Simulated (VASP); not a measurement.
Input of a VASP 6.6.1 run:

Contents of POSCAR:

```
Mo
1.0
    2.8312824714      0.0000000000      0.0000000000
   -1.4156412357      2.4519625455      0.0000000000
    0.0000000000      0.0000000000      2.5719090449
Mo
1
Direct
    0.0000000000      0.0000000000      0.5000000000
```

Contents of INCAR.step1:

```
SYSTEM = Mo
PREC = Accurate ; ENCUT = 520
ISMEAR = 0 ; SIGMA = 0.15
LREAL = .FALSE. ; LASPH = .TRUE.
NELM = 60 ; NBANDS = 13
GGA = PE ; ALGO = Normal
EDIFF = 1E-4 ; LWAVE = .TRUE.
LCHARG = .FALSE.
```

File INCAR.step2:

```
SYSTEM = Mo
PREC = Accurate ; ENCUT = 520
EDIFF = 1E-7 ; ISMEAR = 0
SIGMA = 0.15 ; LREAL = .FALSE.
LASPH = .TRUE. ; NELM = 60
ALGO = Normal ; ISIF = 2
LWAVE = .FALSE. ; LCHARG = .FALSE.
METAGGA = R2SCAN ; LMIXTAU = .TRUE.
NBANDS = 13 ; ISTART = 1
```

KPOINTS

```
regular mesh
0
G
  24 24 24
  0 0 0
```

Potentials or basis: VASP PAW PBE potentials, release 64 (Mo_sv).

Run with:

```sh
$ cat potpaw_PBE.64/Mo_sv/POTCAR > POTCAR
$ cp INCAR.step1 INCAR
$ mpirun -np 1 vasp_std > vasp.out
$ cp INCAR.step2 INCAR
$ mpirun -np 1 vasp_std > vasp.out
```

Question: What does it give for the pressure?

Answer: -13.2 GPa.

Question: Estimate the band gap on the k mesh.

Answer: Zero (bands 7 and 8 overlap by 1.64 eV).

Stress tensor (GPa, compression positive):
```
-14.10   0.00   0.00
  0.00 -14.10   0.00
  0.00   0.00 -11.40
```

Caveat: the cell differs from its parent crystal (strain +0.030 along x and y, +0.015 along z); the cell stands under tension; the PAW data sets were made with another functional, which shifts forces and pressure a little.
